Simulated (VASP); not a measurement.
# P (Pm-3m) in VASP: further runs, part 2 of 2

VASP 6.6.1. The steps go on from the part before.

## Step 3: Single point, PBEsol+D3(BJ) (13.25 Å³/atom)

This run uses another cell than the first one, of 13.25 Å³/atom.

File INCAR:

```
PREC = Accurate
ENCUT = 520
EDIFF = 1E-7
ISMEAR = 0
SIGMA = 0.1
LREAL = False
LASPH = True
NELM = 80
ALGO = Normal
ISIF = 2
LWAVE = False
LCHARG = False
GGA = PS
IVDW = 12
NBANDS = 8
```

File KPOINTS:

```
Automatic mesh
0
Gamma
  18 18 18
```

File POSCAR:

```
P
1.0
    2.3663329078      0.0000000000      0.0000000000
    0.0000000000      2.3663329078      0.0000000000
    0.0000000000      0.0000000000      2.3664988031
P
1
Direct
    0.0000000000      0.0000000000      0.0000000000
```

Potentials or basis: VASP PAW PBE potentials, release 64 (P).

Command:

```
cat potpaw_PBE.64/P/POTCAR > POTCAR
mpirun -np 1 vasp_std > vasp.out
```

OUTCAR:

```text
PREC = Accurate
   ENCUT = 520
   EDIFF = 1E-7
   ISMEAR = 0
   LREAL = False
   LASPH = True
   NELM = 80
   ISIF = 2
   GGA = PS
   IVDW = 12
 IVDW          = 12

 ion  position               nearest neighbor table
   1  0.000  0.000  0.000-

  LATTYP: Found a simple tetragonal cell.
 ALAT       =     2.3663329078
 C/A-ratio  =     1.0000701065

  Lattice vectors:

 A1 = (   2.3663329078,   0.0000000000,   0.0000000000)
 A2 = (   0.0000000000,   2.3663329078,   0.0000000000)
 A3 = (   0.0000000000,   0.0000000000,   2.3664988031)

Analysis of symmetry for initial positions (statically):
=====================================================================
 Subroutine PRICEL returns:
 Original cell was already a primitive cell.

 Routine SETGRP: Setting up the symmetry group for a
 simple tetragonal supercell.

 Subroutine GETGRP returns: Found 16 space group operations
 (whereof 16 operations were pure point group operations)
 out of a pool of 16 trial point group operations.

The static configuration has the point symmetry D_4h.

[... 161 lines left out ...]
 val. band max:       10.8737201755   @ k =   0.4444   0.2778   0.1667
 cond. band min:      10.9076453153   @ k =   0.5000   0.1111   0.2778
 fundamental gap:      0.0339251397
 Fermi energy:        10.9051890523

 k-point     1 :       0.0000    0.0000    0.0000
  band No.  band energies     occupation
      1      -6.5261      2.00000
      2      16.5227      0.00000
      3      16.5260      0.00000
      4      16.5260      0.00000
      5      17.6897      0.00000
      6      17.6907      0.00000
      7      26.2255      0.00000
      8      36.7848      0.00000
[... 243 lines left out ...]
 k-point    24 :       0.3333    0.1111    0.0000
  band No.  band energies     occupation
      1      -3.5653      2.00000
      2       5.1556      2.00000
      3      15.0253      0.00000
      4      18.7793      0.00000
      5      21.9255      0.00000
      6      24.8347      0.00000
      7      28.0693      0.00000
      8      28.4208      0.00000

 [... further k-points ...]

------------------------ aborting loop because EDIFF is reached ----------------------------------------

 Edisp (eV)   -0.42824

 E8    (eV) :    -0.2542

  FORCE on cell =-STRESS in cart. coord.  units (eV):
  Direction    XX          YY          ZZ          XY          YZ          ZX
  --------------------------------------------------------------------------------------
  -------------------------------------------------------------------------------------
  Total       0.38181     0.38181     0.38017     0.00000     0.00000     0.00000
  in kB      46.16356    46.16356    45.96490     0.00000     0.00000     0.00000
  external pressure =       46.10 kB  Pullay stress =        0.00 kB

 VOLUME and BASIS-vectors are now :
 -----------------------------------------------------------------------------
  energy-cutoff  :      520.00
  volume of cell :       13.25
      direct lattice vectors                 reciprocal lattice vectors
     2.366332908  0.000000000  0.000000000     0.422594808  0.000000000  0.000000000
     0.000000000  2.366332908  0.000000000     0.000000000  0.422594808  0.000000000
     0.000000000  0.000000000  2.366498803     0.000000000  0.000000000  0.422565183

 POSITION                                       TOTAL-FORCE (eV/Angst)
 -----------------------------------------------------------------------------------
      0.00000      0.00000      0.00000         0.000000      0.000000      0.000000
 -----------------------------------------------------------------------------------
    total drift:                                0.000000      0.000000      0.000000

  FREE ENERGIE OF THE ION-ELECTRON SYSTEM (eV)
  ---------------------------------------------------
  free  energy   TOTEN  =        -6.1661094764 eV

  energy  without entropy=       -6.1645576566  energy(sigma->0) =       -6.16533357
```

OSZICAR:

```text
N       E                     dE             d eps       ncg     rms          rms(c)
DAV:   1     0.452351535514E-01    0.45235E-01   -0.22095E+03  9328   0.455E+02
DAV:   2    -0.570372405766E+01   -0.57490E+01   -0.55133E+01 12720   0.500E+01
DAV:   3    -0.575312794989E+01   -0.49404E-01   -0.49348E-01  9808   0.511E+00
DAV:   4    -0.575319480386E+01   -0.66854E-04   -0.66854E-04 14056   0.205E-01
DAV:   5    -0.575319486564E+01   -0.61781E-07   -0.61067E-07  9832   0.337E-03    0.536E+00
DAV:   6    -0.574340939268E+01    0.97855E-02   -0.12325E-03 11104   0.228E-01    0.317E+00
DAV:   7    -0.573784006865E+01    0.55693E-02   -0.24801E-03  9264   0.363E-01    0.863E-02
DAV:   8    -0.573786318266E+01   -0.23114E-04   -0.47060E-05 12976   0.621E-02    0.178E-02
DAV:   9    -0.573786528589E+01   -0.21032E-05   -0.17253E-06 10800   0.109E-02    0.190E-03
DAV:  10    -0.573786539211E+01   -0.10623E-06   -0.79814E-08 10440   0.177E-03    0.657E-04
DAV:  11    -0.573786539960E+01   -0.74847E-08   -0.27069E-09  5872   0.413E-04
   1 F= -.61661095E+01 E0= -.61653336E+01  d E =-.155182E-02
```

stdout:

```text
POSCAR found type information on POSCAR P
 POSCAR found :  1 types and       1 ions
 scaLAPACK will be used
 -----------------------------------------------------------------------------
|                                                                             |
|                                                                             |
|     You enforced a specific xc type in the INCAR file but a different       |
|     I HOPE YOU KNOW WHAT YOU ARE DOING!                                     |
|                                                                             |
 -----------------------------------------------------------------------------

 LDA part: xc-table for (Slater+PW92), standard interpolation
 POSCAR, INCAR and KPOINTS ok, starting setup
 FFT: planning ... GRIDC
 FFT: planning ... GRID_SOFT
 FFT: planning ... GRID
 WAVECAR not read
 entering main loop
```

Run time: 15 s. Hardware: 1 thread of Intel Xeon 6975P-C (Granite Rapids), shared host; peak memory 0.15 GiB.

Results:

| Quantity | Value |
| --- | --- |
| Free energy | -6.1661 eV |
| Pressure | 4.6 GPa |
| Band gap on the k mesh | zero (an odd number of electrons rules out a gap without spin polarisation) |
| Dispersion energy per atom | -0.428 eV |

Caveat: the cell stands under pressure; the PAW data sets were made with another functional, which shifts forces and pressure a little.

## Step 4: Single point, PBEsol+D3(BJ) (14.07 Å³/atom)

This run uses another cell than the first one, of 14.07 Å³/atom.

Changes to INCAR since step 3:

```diff
@@ -7,3 +7,3 @@
 LASPH = True
-NELM = 80
+NELM = 100
 ALGO = Normal
```

File KPOINTS:

```
regular mesh
0
Gamma
  18 18 18
```

File POSCAR:

```
P
1.0
    2.4141504962      0.0000000000      0.0000000000
    0.0000000000      2.4141504962      0.0000000000
    0.0000000000      0.0000000000      2.4143197438
P
1
Direct
    0.0000000000      0.0000000000      0.0000000000
```

Command:

```
cat potpaw_PBE.64/P/POTCAR > POTCAR
mpirun -np 1 vasp_std > vasp.out
```

Wall time 14 s (1 thread of Intel Xeon 6975P-C (Granite Rapids), shared host); peak memory 0.15 GiB.

It converged, with:

* Free energy: -6.1675 eV
* Pressure: -3.6 GPa
* Band gap on the k mesh: zero (an odd number of electrons rules out a gap without spin polarisation)
* Dispersion energy per atom: -0.403 eV

Levels at points of the mesh, in eV from the Fermi level:
```csv
k point,band 1,band 2,band 3,band 4,band 5,band 6
"(0.00, 0.00, 0.00)",-16.78,5.28,5.28,5.28,6.87,6.87
"(0.50, 0.00, 0.00)",-12.26,-8.93,8.25,8.26,9.55,14.59
"(0.50, 0.50, 0.00)",-7.34,-5.37,-5.37,0.75,11.01,17.24
"(0.00, 0.00, 0.50)",-12.26,-8.93,8.26,8.26,9.54,14.59
"(0.50, 0.00, 0.50)",-7.34,-5.37,-5.37,0.75,11.02,17.25
"(0.50, 0.50, 0.50)",-2.12,-2.12,-2.12,-1.15,4.60,4.60
```

Caveat: the cell stands under tension; the PAW data sets were made with another functional, which shifts forces and pressure a little.

## Step 5: Single point, PBEsol+D3(BJ) (14.48 Å³/atom)

This run uses another cell than the first one, of 14.48 Å³/atom.

File INCAR:

```
  ALGO = Normal
  EDIFF = 1E-7
  ENCUT = 520
  GGA = PS
  ISIF = 2
  ISMEAR = 0
  IVDW = 12
  LASPH = T
  LCHARG = F
  LREAL = F
  LWAVE = F
  NBANDS = 8
  NELM = 60
  PREC = Accurate
  SIGMA = 0.1
```

File KPOINTS:

```
k-points
0
Gamma
  18 18 18
```

File POSCAR:

```
P
1.0
    2.4373649058      0.0000000000      0.0000000000
    0.0000000000      2.4373649058      0.0000000000
    0.0000000000      0.0000000000      2.4375357809
P
1
Direct
    0.0000000000      0.0000000000      0.0000000000
```

Potentials or basis: VASP PAW PBE potentials, release 64 (P).

Command:

```
cat potpaw_PBE.64/P/POTCAR > POTCAR
mpirun -np 1 vasp_std > vasp.out
```

OUTCAR:

```text
EDIFF = 1E-7
   ENCUT = 520
   GGA = PS
   ISIF = 2
   ISMEAR = 0
   IVDW = 12
   LASPH = T
   LREAL = F
   NELM = 60
   PREC = Accurate
 IVDW          = 12

 ion  position               nearest neighbor table
   1  0.000  0.000  0.000-

  LATTYP: Found a simple tetragonal cell.
 ALAT       =     2.4373649058
 C/A-ratio  =     1.0000701065

  Lattice vectors:

 A1 = (   2.4373649058,   0.0000000000,   0.0000000000)
 A2 = (   0.0000000000,   2.4373649058,   0.0000000000)
 A3 = (   0.0000000000,   0.0000000000,   2.4375357809)

Analysis of symmetry for initial positions (statically):
=====================================================================
 Subroutine PRICEL returns:
 Original cell was already a primitive cell.

 Routine SETGRP: Setting up the symmetry group for a
 simple tetragonal supercell.

 Subroutine GETGRP returns: Found 16 space group operations
 (whereof 16 operations were pure point group operations)
 out of a pool of 16 trial point group operations.

The static configuration has the point symmetry D_4h.

Analysis of symmetry for dynamics (positions and initial velocities):
[... 162 lines left out ...]
 Fermi energy:         9.5874351725

 k-point     1 :       0.0000    0.0000    0.0000
  band No.  band energies     occupation
      1      -6.8973      2.00000
      2      14.7073      0.00000
      3      14.7103      0.00000
      4      14.7103      0.00000
      5      16.4997      0.00000
      6      16.5006      0.00000
      7      23.8038      0.00000
      8      34.2497      0.00000
[... 243 lines left out ...]
 k-point    24 :       0.3333    0.1111    0.0000
  band No.  band energies     occupation
      1      -4.1555      2.00000
      2       4.2762      2.00000
      3      13.4586      0.00000
      4      16.7408      0.00000
      5      20.2821      0.00000
      6      22.9326      0.00000
      7      25.9107      0.00000
      8      26.4478      0.00000

 [... further k-points ...]

------------------------ aborting loop because EDIFF is reached ----------------------------------------

 Edisp (eV)   -0.39086

 E8    (eV) :    -0.2318

  FORCE on cell =-STRESS in cart. coord.  units (eV):
  Direction    XX          YY          ZZ          XY          YZ          ZX
  --------------------------------------------------------------------------------------
  -------------------------------------------------------------------------------------
  Total      -0.58679    -0.58679    -0.58734     0.00000     0.00000    -0.00000
  in kB     -64.92357   -64.92357   -64.98419     0.00000     0.00000    -0.00000
  external pressure =      -64.94 kB  Pullay stress =        0.00 kB

 VOLUME and BASIS-vectors are now :
 -----------------------------------------------------------------------------
  energy-cutoff  :      520.00
  volume of cell :       14.48
      direct lattice vectors                 reciprocal lattice vectors
     2.437364906  0.000000000  0.000000000     0.410279149  0.000000000  0.000000000
     0.000000000  2.437364906  0.000000000     0.000000000  0.410279149  0.000000000
     0.000000000  0.000000000  2.437535781     0.000000000  0.000000000  0.410250388

 POSITION                                       TOTAL-FORCE (eV/Angst)
 -----------------------------------------------------------------------------------
      0.00000      0.00000      0.00000         0.000000      0.000000      0.000000
 -----------------------------------------------------------------------------------
    total drift:                                0.000000      0.000000      0.000000

  FREE ENERGIE OF THE ION-ELECTRON SYSTEM (eV)
  ---------------------------------------------------
  free  energy   TOTEN  =        -6.1546307526 eV

  energy  without entropy=       -6.1524526426  energy(sigma->0) =       -6.15354170
```

OSZICAR:

```text
N       E                     dE             d eps       ncg     rms          rms(c)
DAV:   1     0.394122817057E+00    0.39412E+00   -0.21482E+03  9176   0.451E+02
DAV:   2    -0.571263879817E+01   -0.61068E+01   -0.59064E+01 12720   0.502E+01
DAV:   3    -0.577278959033E+01   -0.60151E-01   -0.60069E-01  9744   0.551E+00
DAV:   4    -0.577287856191E+01   -0.88972E-04   -0.88971E-04 14232   0.234E-01
DAV:   5    -0.577287863131E+01   -0.69395E-07   -0.69099E-07  9896   0.365E-03    0.460E+00
DAV:   6    -0.576717236783E+01    0.57063E-02   -0.53225E-04 11800   0.184E-01    0.270E+00
DAV:   7    -0.576374790530E+01    0.34245E-02   -0.13810E-03  9176   0.303E-01    0.899E-02
DAV:   8    -0.576376909076E+01   -0.21185E-04   -0.31920E-05 13528   0.425E-02    0.110E-02
DAV:   9    -0.576377037641E+01   -0.12856E-05   -0.73290E-07 10216   0.693E-03    0.200E-03
DAV:  10    -0.576377029374E+01    0.82672E-07   -0.11466E-07 11872   0.211E-03
   1 F= -.61546308E+01 E0= -.61535417E+01  d E =-.217811E-02
```

stdout:

```text
POSCAR found type information on POSCAR P
 POSCAR found :  1 types and       1 ions
 scaLAPACK will be used
 -----------------------------------------------------------------------------
|                                                                             |
|                                                                             |
|     You enforced a specific xc type in the INCAR file but a different       |
|     I HOPE YOU KNOW WHAT YOU ARE DOING!                                     |
|                                                                             |
 -----------------------------------------------------------------------------

 LDA part: xc-table for (Slater+PW92), standard interpolation
 POSCAR, INCAR and KPOINTS ok, starting setup
 FFT: planning ... GRIDC
 FFT: planning ... GRID_SOFT
 FFT: planning ... GRID
 WAVECAR not read
 entering main loop
```

Run time: 15 s. Hardware: 1 thread of Intel Xeon 6975P-C (Granite Rapids), shared host; peak memory 0.16 GiB.

Results:

| Property | Result |
| --- | --- |
| Free energy | -6.1546 eV |
| Pressure | -6.5 GPa |
| Band gap on the k mesh | zero (an odd number of electrons rules out a gap without spin polarisation) |
| Dispersion energy per atom | -0.391 eV |

Levels at points of the mesh, in eV from the Fermi level:
```csv
k point,band 1,band 2,band 3,band 4,band 5,band 6,band 7,band 8
"(0.00, 0.00, 0.00)",-16.48,5.12,5.12,5.12,6.91,6.91,14.22,24.66
"(0.50, 0.00, 0.00)",-12.11,-8.68,7.97,7.98,9.52,14.47,14.47,16.67
"(0.50, 0.50, 0.00)",-7.37,-5.22,-5.22,0.93,10.61,17.06,17.06,17.33
"(0.00, 0.00, 0.50)",-12.11,-8.68,7.98,7.98,9.52,14.48,14.48,16.67
"(0.50, 0.00, 0.50)",-7.37,-5.22,-5.22,0.93,10.61,17.06,17.06,17.33
"(0.50, 0.50, 0.50)",-2.09,-2.09,-2.09,-1.48,4.70,4.70,4.70,10.81
```

Caveat: the cell stands under tension; the PAW data sets were made with another functional, which shifts forces and pressure a little.

## Step 6: The runs side by side

```csv
cell,gap on the mesh (eV),pressure (GPa)
"a = 2.342 Å, 1 atom",none,10.1
"a = 2.366 Å, 1 atom",none,4.6
"a = 2.414 Å, 1 atom",none,-3.6
"a = 2.437 Å, 1 atom",none,-6.5
```

Alike in all rows: task single point; level PBEsol+D3(BJ); potentials or basis VASP PAW PBE potentials, release 64 (P); no spin polarisation; k mesh 18 × 18 × 18; cutoff (eV) 520; smearing gaussian 0.1 eV.

Caveats: the PAW data sets were made with another functional, which shifts forces and pressure a little; the cell stands under pressure (at least some runs); the cell stands under tension (at least some runs).

Total energies depend on the potentials used, so only differences within one code and one set of settings carry meaning.
